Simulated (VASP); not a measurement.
# PbS (F-43m) in VASP: a series of runs

The runs below take PbS through single point, with r2SCAN, PBE, HSE06, PBE0.

All numbers are computed with VASP 6.6.1; they aren't measurements. Logs are shortened: lines on timing, memory, paths and dates and some standing lists are left out, and cuts for length are marked.

### 1 The cell of the first run

The structure is cubic, space group F-43m (No. 216). The conventional cell has a = 6.602 Å, b = 6.602 Å, c = 6.602 Å, α = 90.00°, β = 90.00°, γ = 90.00°. Pb (site symmetry -43m) has 4 S at 2.86 Å within 3.8 Å. S (site symmetry -43m) has 4 Pb at 2.86 Å within 3.8 Å.

### 2 Single point, r2SCAN

File POSCAR:

```
PbS
1.0
    0.0000000000      3.3009774917      3.3009774917
    3.3009774917      0.0000000000      3.3009774917
    3.3009774917      3.3009774917      0.0000000000
Pb S
1 1
Direct
    0.0000000000      0.0000000000      0.0000000000
    0.2500000000      0.2500000000      0.2500000000
```

File INCAR.step1:

```
PREC = Accurate
ENCUT = 520
ISMEAR = 0
SIGMA = 0.01
LREAL = False
LASPH = True
NELM = 80
NBANDS = 17
GGA = PE
ALGO = Normal
EDIFF = 1E-4
LWAVE = True
LCHARG = False
```

File INCAR.step2:

```
PREC = Accurate
ENCUT = 520
EDIFF = 1E-6
ISMEAR = 0
SIGMA = 0.01
LREAL = False
LASPH = True
NELM = 80
ALGO = Normal
ISIF = 2
LWAVE = False
LCHARG = False
METAGGA = R2SCAN
LMIXTAU = True
NBANDS = 17
ISTART = 1
```

File KPOINTS:

```
regular mesh
0
Gamma
  4 4 4
```

Potentials or basis: VASP PAW PBE potentials, release 64 (Pb_d, S).

On the command line:

```bash
$ cat potpaw_PBE.64/Pb_d/POTCAR potpaw_PBE.64/S/POTCAR > POTCAR
$ cp INCAR.step1 INCAR
$ mpirun -np 1 vasp_std > vasp.out
$ cp INCAR.step2 INCAR
$ mpirun -np 1 vasp_std > vasp.out
```

OUTCAR:

```text
PREC = Accurate
   ENCUT = 520
   EDIFF = 1E-6
   ISMEAR = 0
   LREAL = False
   LASPH = True
   NELM = 80
   ISIF = 2
   METAGGA = R2SCAN
   ISTART = 1

 ion  position               nearest neighbor table
   1  0.000  0.000  0.000-   2 2.86   2 2.86   2 2.86   2 2.86
   2  0.250  0.250  0.250-   1 2.86   1 2.86   1 2.86   1 2.86

  LATTYP: Found a face centered cubic cell.
 ALAT       =     6.6019549834

  Lattice vectors:

 A1 = (   0.0000000000,   3.3009774917,   3.3009774917)
 A2 = (   3.3009774917,   0.0000000000,   3.3009774917)
 A3 = (   3.3009774917,   3.3009774917,   0.0000000000)

Analysis of symmetry for initial positions (statically):
=====================================================================
 Subroutine PRICEL returns:
 Original cell was already a primitive cell.

 Routine SETGRP: Setting up the symmetry group for a
 face centered cubic supercell.

 Subroutine GETGRP returns: Found 24 space group operations
 (whereof 24 operations were pure point group operations)
 out of a pool of 48 trial point group operations.

The static configuration has the point symmetry T_d .

Analysis of symmetry for dynamics (positions and initial velocities):
=====================================================================
 Subroutine PRICEL returns:
 Original cell was already a primitive cell.

 Routine SETGRP: Setting up the symmetry group for a
 face centered cubic supercell.

 Subroutine GETGRP returns: Found 24 space group operations
 (whereof 24 operations were pure point group operations)
 out of a pool of 48 trial point group operations.

The dynamic configuration has the point symmetry T_d .

 Subroutine INISYM returns: Found 24 space group operations
 (whereof 24 operations are pure point group operations),
 and found     1 'primitive' translations

----------------------------------------------------------------------------------------

                                     Primitive cell

  volume of cell :      71.9379

  direct lattice vectors                    reciprocal lattice vectors
     0.000000000  3.300977492  3.300977492    -0.151470285  0.151470285  0.151470285
     3.300977492  0.000000000  3.300977492     0.151470285 -0.151470285  0.151470285
     3.300977492  3.300977492  0.000000000     0.151470285  0.151470285 -0.151470285

  length of vectors
     4.668287138  4.668287138  4.668287138     0.262354229  0.262354229  0.262354229

  position of ions in fractional coordinates (direct lattice)
     0.000000000  0.000000000  0.000000000
     0.250000000  0.250000000  0.250000000

  ion indices of the primitive-cell ions
   primitive index   ion index
                 1           1
                 2           2

----------------------------------------------------------------------------------------

 KPOINTS: regular mesh

Automatic generation of k-mesh.
 Grid dimensions read from file:
 generate k-points for:    4    4    4

 Generating k-lattice:

  Cartesian coordinates                     Fractional coordinates (reciprocal lattice)
    -0.037867571  0.037867571  0.037867571     0.250000000  0.000000000  0.000000000
     0.037867571 -0.037867571  0.037867571     0.000000000  0.250000000  0.000000000
     0.037867571  0.037867571 -0.037867571     0.000000000  0.000000000  0.250000000

  Length of vectors
     0.065588557  0.065588557  0.065588557

  Shift w.r.t. Gamma in fractional coordinates (k-lattice)
     0.000000000  0.000000000  0.000000000

 Subroutine IBZKPT returns following result:
 ===========================================

 Found      8 irreducible k-points:

 Following reciprocal coordinates:
            Coordinates               Weight
  0.000000  0.000000  0.000000      1.000000
  0.250000  0.000000  0.000000      8.000000
  0.500000  0.000000  0.000000      4.000000
  0.250000  0.250000  0.000000      6.000000
  0.500000  0.250000  0.000000     24.000000
 -0.250000  0.250000  0.000000     12.000000
  0.500000  0.500000  0.000000      3.000000
 -0.250000  0.500000  0.250000      6.000000
   k-points           NKPTS =      8   k-points in BZ     NKDIM =      8   number of bands    NBANDS=     17
   number of dos      NEDOS =    301   number of ions     NIONS =      2
   total plane-waves  NPLWV =  46656
   dimension x,y,z NGX =    36 NGY =   36 NGZ =   36
   dimension x,y,z NGXF=    72 NGYF=   72 NGZF=   72
   ions per type =               1   1
   NGX,Y,Z   is equivalent  to a cutoff of  12.82, 12.82, 12.82 a.u.
   NGXF,Y,Z  is equivalent  to a cutoff of  25.64, 25.64, 25.64 a.u.
 SYSTEM =  unknown system
   PREC   = accura    normal or accurate (medium, high low for compatibility)
   ISTART =      1    job   : 0-new  1-cont  2-samecut
   ICHARG =      0    charge: 1-file 2-atom 10-const
   ISPIN  =      1    spin polarized calculation?
   LNONCOLLINEAR =      F non collinear calculations
   LSORBIT =      F    spin-orbit coupling
   LASPH  =      T    aspherical Exc in radial PAW
[... 95 lines left out ...]
     16      10.9022      0.00000
     17      12.1603      0.00000

 k-point     3 :       0.5000    0.0000    0.0000
  band No.  band energies     occupation
      1     -14.5801      2.00000
      2     -14.5333      2.00000
      3     -14.5333      2.00000
      4     -14.4979      2.00000
      5     -14.4979      2.00000
      6      -9.7609      2.00000
      7      -5.2258      2.00000
      8       0.3356      2.00000
      9       0.3356      2.00000
     10       0.7458      2.00000
     11       6.1576      0.00000
     12       6.1576      0.00000
     13       6.5317      0.00000
     14       9.9337      0.00000
     15      11.5920      0.00000
     16      11.9554      0.00000
     17      11.9554      0.00000

 k-point     4 :       0.2500    0.2500    0.0000
  band No.  band energies     occupation
      1     -14.5764      2.00000
      2     -14.5300      2.00000
      3     -14.5300      2.00000
      4     -14.5070      2.00000
      5     -14.4975      2.00000
      6     -10.0618      2.00000
      7      -4.5296      2.00000
      8       0.1539      2.00000
      9       0.1539      2.00000
     10       1.8094      2.00000
     11       4.1538      0.00000
     12       6.6885      0.00000
     13       6.6885      0.00000
     14       8.9725      0.00000
     15      11.0831      0.00000
     16      12.3029      0.00000
     17      14.3570      0.00000

 k-point     5 :       0.5000    0.2500    0.0000
  band No.  band energies     occupation
      1     -14.5904      2.00000
      2     -14.5267      2.00000
      3     -14.5236      2.00000
      4     -14.5056      2.00000
      5     -14.4960      2.00000
      6      -9.6244      2.00000
      7      -5.3752      2.00000
      8      -0.5923      2.00000
      9      -0.0496      2.00000
     10       2.1426      2.00000
     11       4.8424      0.00000
     12       6.8387      0.00000
     13       7.1083      0.00000
     14       9.4601      0.00000
     15      11.7070      0.00000
     16      12.3111      0.00000
     17      13.1039      0.00000

 k-point     6 :      -0.2500    0.2500    0.0000
  band No.  band energies     occupation
      1     -14.5800      2.00000
      2     -14.5313      2.00000
      3     -14.5296      2.00000
      4     -14.5017      2.00000
      5     -14.4997      2.00000
      6      -9.7775      2.00000
      7      -5.1091      2.00000
      8      -0.5966      2.00000
      9       0.3189      2.00000
     10       1.9047      2.00000
     11       5.7379      0.00000
     12       6.0164      0.00000
     13       6.4150      0.00000
     14      10.5005      0.00000
     15      10.5656      0.00000
     16      11.7171      0.00000
     17      13.1208      0.00000

 k-point     7 :       0.5000    0.5000    0.0000
  band No.  band energies     occupation
      1     -14.6063      2.00000
      2     -14.5153      2.00000
      3     -14.5153      2.00000
      4     -14.5122      2.00000
      5     -14.4926      2.00000
      6      -9.4648      2.00000
      7      -5.6356      2.00000
      8      -0.3726      2.00000
      9      -0.3726      2.00000
     10       2.2052      2.00000
     11       3.6504      0.00000
     12       8.1575      0.00000
     13       8.1575      0.00000
     14       8.9546      0.00000
     15      11.7414      0.00000
     16      13.0872      0.00000
     17      13.3848      0.00000

 k-point     8 :      -0.2500    0.5000    0.2500
  band No.  band energies     occupation
      1     -14.5946      2.00000
      2     -14.5280      2.00000
      3     -14.5166      2.00000
      4     -14.5058      2.00000
      5     -14.4973      2.00000
      6      -9.4571      2.00000
      7      -5.6172      2.00000
      8      -0.6400      2.00000
      9      -0.5889      2.00000
     10       2.6974      2.00000
     11       5.5956      0.00000
     12       5.6063      0.00000
     13       8.0245      0.00000
     14       8.8677      0.00000
     15      11.9213      0.00000
     16      12.7417      0.00000
     17      12.9032      0.00000

------------------------ aborting loop because EDIFF is reached ----------------------------------------

  FORCE on cell =-STRESS in cart. coord.  units (eV):
  Direction    XX          YY          ZZ          XY          YZ          ZX
  --------------------------------------------------------------------------------------
  -------------------------------------------------------------------------------------
  Total       -0.0273539     -0.0273539     -0.0273539      0.0000000      0.0000000      0.0000000
  in kB       -0.6092177     -0.6092177     -0.6092177      0.0000000      0.0000000      0.0000000
  external PRESSURE =      -0.6092177 kB  Pullay stress =       0.0000000 kB

 VOLUME and BASIS-vectors are now :
 -----------------------------------------------------------------------------
  energy-cutoff  :      520.00
  volume of cell :       71.94
      direct lattice vectors                 reciprocal lattice vectors
     0.000000000  3.300977492  3.300977492    -0.151470285  0.151470285  0.151470285
     3.300977492  0.000000000  3.300977492     0.151470285 -0.151470285  0.151470285
     3.300977492  3.300977492  0.000000000     0.151470285  0.151470285 -0.151470285

 POSITION                                       TOTAL-FORCE (eV/Angst)
 -----------------------------------------------------------------------------------
      0.00000      0.00000      0.00000        -0.000000      0.000000      0.000000
      1.65049      1.65049      1.65049         0.000000     -0.000000      0.000000
 -----------------------------------------------------------------------------------
    total drift:                                0.000000      0.000000      0.000000

  FREE ENERGIE OF THE ION-ELECTRON SYSTEM (eV)
  ---------------------------------------------------
  free  energy   TOTEN  =       -65.1171371204 eV

  energy  without entropy=      -65.1171371204  energy(sigma->0) =      -65.11713712
```

Wall time 39 s (1 thread of AMD EPYC 7R13 (Zen 3), shared host); peak memory 0.19 GiB.

What came out:

```yaml
Free_energy: -65.1171 eV
Pressure: -0.1 GPa
Band_gap_on_the_k_mesh: 0.95 eV (least direct gap 1.45 eV)
```

Levels at points of the mesh, in eV from the valence-band top:
```csv
k point,band 8,band 9,band 10,band 11,band 12,band 13
"(0.00, 0.00, 0.00)",-1.85,-1.85,-1.85,2.74,2.74,2.74
"(0.50, 0.00, 0.00)",-2.36,-2.36,-1.95,3.46,3.46,3.83
"(0.50, 0.50, 0.00)",-3.07,-3.07,-0.49,0.95,5.46,5.46
```

Caveat: the PAW data sets were made with another functional, which shifts forces and pressure a little; spin-orbit coupling is left out, which moves the levels of the heavy elements. A k mesh can miss the band edges.

### 3 Single point, PBE

File INCAR:

```
SYSTEM = PbS
ALGO     = Normal         ! electronic algorithm
EDIFF    = 1E-7           ! SCF threshold, eV
ENCUT    = 520            ! plane-wave cutoff, eV
GGA      = PE             ! functional
ISIF     = 2              ! what is computed and relaxed
ISMEAR   = 0              ! smearing method
LASPH    = .True.         ! aspherical terms in the spheres
LCHARG   = .False.        ! write CHGCAR
LREAL    = .False.        ! projectors in reciprocal space
LWAVE    = .False.        ! write WAVECAR
NBANDS   = 17             ! bands
NELM     = 100            ! most SCF steps
PREC     = Accurate       ! precision mode
SIGMA    = 0.01           ! smearing width, eV
```

File KPOINTS:

```
k-points
0
Gamma
  6 6 6
  0 0 0
```

POSCAR is that of step 2.

Potentials or basis: VASP PAW PBE potentials, release 64 (Pb_d, S).

On the command line:

```bash
$ cat potpaw_PBE.64/Pb_d/POTCAR potpaw_PBE.64/S/POTCAR > POTCAR
$ mpirun -np 1 vasp_std > vasp.out
```

Run time: 18 s. Hardware: 1 thread of AMD EPYC 7R13 (Zen 3), shared host; peak memory 0.17 GiB.

The run converged. Its results:

* Free energy: -8.4054 eV
* Pressure: 0.7 GPa
* Band gap on the k mesh: 0.91 eV (least direct gap 1.27 eV)

Levels at points of the mesh, in eV from the valence-band top:
```tsv
k point	band 8	band 9	band 10	band 11	band 12	band 13
(0.00, 0.00, 0.00)	-1.62	-1.62	-1.62	2.60	2.60	2.60
(0.50, 0.00, 0.00)	-2.12	-2.12	-1.81	3.31	3.31	3.71
(0.50, 0.50, 0.00)	-2.82	-2.82	-0.35	0.91	5.20	5.20
```

Caveat: spin-orbit coupling is left out, which moves the levels of the heavy elements. A k mesh can miss the band edges.

### 4 Single point, HSE06

POSCAR is that of step 3.

File INCAR.step1:

```
SYSTEM = PbS
ALGO     = Normal         ! electronic algorithm
EDIFF    = 1E-5           ! SCF threshold, eV
ENCUT    = 520            ! plane-wave cutoff, eV
GGA      = PE             ! functional
ISIF     = 2              ! what is computed and relaxed
ISMEAR   = 0              ! smearing method
LASPH    = .True.         ! aspherical terms in the spheres
LREAL    = .False.        ! projectors in reciprocal space
LWAVE    = .True.         ! write WAVECAR
NBANDS   = 17             ! bands
NELM     = 80             ! most SCF steps
PREC     = Accurate       ! precision mode
SIGMA    = 0.01           ! smearing width, eV
```

File INCAR.step2:

```
SYSTEM = PbS
ALGO     = Normal         ! electronic algorithm
EDIFF    = 1E-6           ! SCF threshold, eV
ENCUT    = 520            ! plane-wave cutoff, eV
GGA      = PE             ! functional
HFSCREEN = 0.2079         ! screening, 1/A
ISIF     = 2              ! what is computed and relaxed
ISMEAR   = 0              ! smearing method
ISTART   = 1            
LASPH    = .True.         ! aspherical terms in the spheres
LCHARG   = .True.         ! write CHGCAR
LELF     = .True.         ! ELF
LHFCALC  = .True.         ! exact exchange
LREAL    = .False.        ! projectors in reciprocal space
LVHAR    = .True.       
LWAVE    = .False.        ! write WAVECAR
NBANDS   = 17             ! bands
NELM     = 80             ! most SCF steps
PREC     = Accurate       ! precision mode
PRECFOCK = Normal       
SIGMA    = 0.01           ! smearing width, eV
```

File KPOINTS:

```
k-points
0
Gamma
  4 4 4
  0 0 0
```

On the command line:

```bash
$ cat potpaw_PBE.64/Pb_d/POTCAR potpaw_PBE.64/S/POTCAR > POTCAR
$ cp INCAR.step1 INCAR
$ mpirun -np 1 vasp_std > vasp.out
$ cp INCAR.step2 INCAR
$ mpirun -np 1 vasp_std > vasp.out
```

Run time: 8.5 min. Hardware: 1 thread of AMD EPYC 7R13 (Zen 3), shared host; peak memory 0.29 GiB.

The run converged. Its results:

```
Free energy            : -9.9834 eV
Pressure               : 0.0 GPa
Band gap on the k mesh : 1.29 eV (least direct gap 1.81 eV)
```

Levels at points of the mesh, in eV from the valence-band top:
| k point | band 6 | band 7 | band 8 | band 9 | band 10 | band 11 | band 12 | band 13 | band 14 | band 15 |
| --- | --- | --- | --- | --- | --- | --- | --- | --- | --- | --- |
| (0.00, 0.00, 0.00) | -14.03 | -6.30 | -2.03 | -2.03 | -2.03 | 3.11 | 3.11 | 3.11 | 5.90 | 9.47 |
| (0.50, 0.00, 0.00) | -13.26 | -8.35 | -2.58 | -2.58 | -2.05 | 3.86 | 3.86 | 4.28 | 7.70 | 9.40 |
| (0.50, 0.50, 0.00) | -12.96 | -8.77 | -3.33 | -3.33 | -0.52 | 1.29 | 5.96 | 5.96 | 6.68 | 9.49 |

Caveat: the PAW data sets were made with another functional, which shifts forces and pressure a little; spin-orbit coupling is left out, which moves the levels of the heavy elements. A k mesh can miss the band edges.

### 5 Single point, PBE0

POSCAR is that of step 4.

File INCAR.step1:

```
SYSTEM = PbS
  ALGO = Normal
  EDIFF = 1E-5
  ENCUT = 520
  GGA = PE
  ISIF = 2
  ISMEAR = 0
  LASPH = .TRUE.
  LREAL = .FALSE.
  LWAVE = .TRUE.
  NBANDS = 17
  NELM = 80
  PREC = Accurate
  SIGMA = 0.01
```

File INCAR.step2:

```
SYSTEM = PbS
  AEXX = 0.25
  ALGO = Normal
  EDIFF = 1E-7
  ENCUT = 520
  GGA = PE
  ISIF = 2
  ISMEAR = 0
  ISTART = 1
  LASPH = .TRUE.
  LCHARG = .TRUE.
  LELF = .TRUE.
  LHFCALC = .TRUE.
  LREAL = .FALSE.
  LVHAR = .TRUE.
  LWAVE = .FALSE.
  NBANDS = 17
  NELM = 80
  PREC = Accurate
  PRECFOCK = Normal
  SIGMA = 0.01
```

File KPOINTS:

```
k-points
0
G
  4 4 4
  0 0 0
```

On the command line:

```bash
$ cat potpaw_PBE.64/Pb_d/POTCAR potpaw_PBE.64/S/POTCAR > POTCAR
$ cp INCAR.step1 INCAR
$ mpirun -np 1 vasp_std > vasp.out
$ cp INCAR.step2 INCAR
$ mpirun -np 1 vasp_std > vasp.out
```

Wall time 13 min (1 thread of AMD EPYC 7R13 (Zen 3), shared host); peak memory 0.19 GiB.

Results (log left out):

```
Free energy            : -11.0226 eV
Pressure               : -0.1 GPa
Band gap on the k mesh : 1.97 eV (least direct gap 2.51 eV)
```

Levels at points of the mesh, in eV from the valence-band top:
| k point | band 7 | band 8 | band 9 | band 10 | band 11 | band 12 | band 13 | band 14 |
| --- | --- | --- | --- | --- | --- | --- | --- | --- |
| (0.00, 0.00, 0.00) | -6.35 | -2.06 | -2.06 | -2.06 | 3.82 | 3.82 | 3.82 | 6.59 |
| (0.50, 0.00, 0.00) | -8.42 | -2.61 | -2.61 | -2.09 | 4.57 | 4.57 | 5.00 | 8.40 |
| (0.50, 0.50, 0.00) | -8.84 | -3.37 | -3.37 | -0.54 | 1.97 | 6.69 | 6.69 | 7.38 |

Caveat: the PAW data sets were made with another functional, which shifts forces and pressure a little; spin-orbit coupling is left out, which moves the levels of the heavy elements.

### 6 The runs side by side

```tsv
level	k mesh	grid for exact exchange (PRECFOCK)	share of exact exchange	screening parameter	gap on the mesh (eV)	pressure (GPa)
r2SCAN	4 × 4 × 4	-	-	-	0.95	-0.1
PBE	6 × 6 × 6	-	-	-	0.91	0.7
HSE06	4 × 4 × 4	Normal	0.25	0.2079 1/Å	1.29	0.0
PBE0	4 × 4 × 4	Normal	0.25	-	1.97	-0.1
```

Alike in all rows: task single point; potentials or basis VASP PAW PBE potentials, release 64 (Pb_d, S); no spin polarisation; cell as given; cutoff (eV) 520; smearing gaussian 0.01 eV.

On the cell as given the gap runs from 0.91 eV (PBE) to 1.97 eV (PBE0); the meshes differ, which moves gaps too. The pressure there spans -0.1 GPa (PBE0) to 0.7 GPa (PBE); a positive pressure means that this level wants a larger cell, a negative one a smaller.

Caveats: spin-orbit coupling is left out, which moves the levels of the heavy elements; the PAW data sets were made with another functional, which shifts forces and pressure a little (at least some runs).

Absolute energies hang on the potentials; compare differences alone.
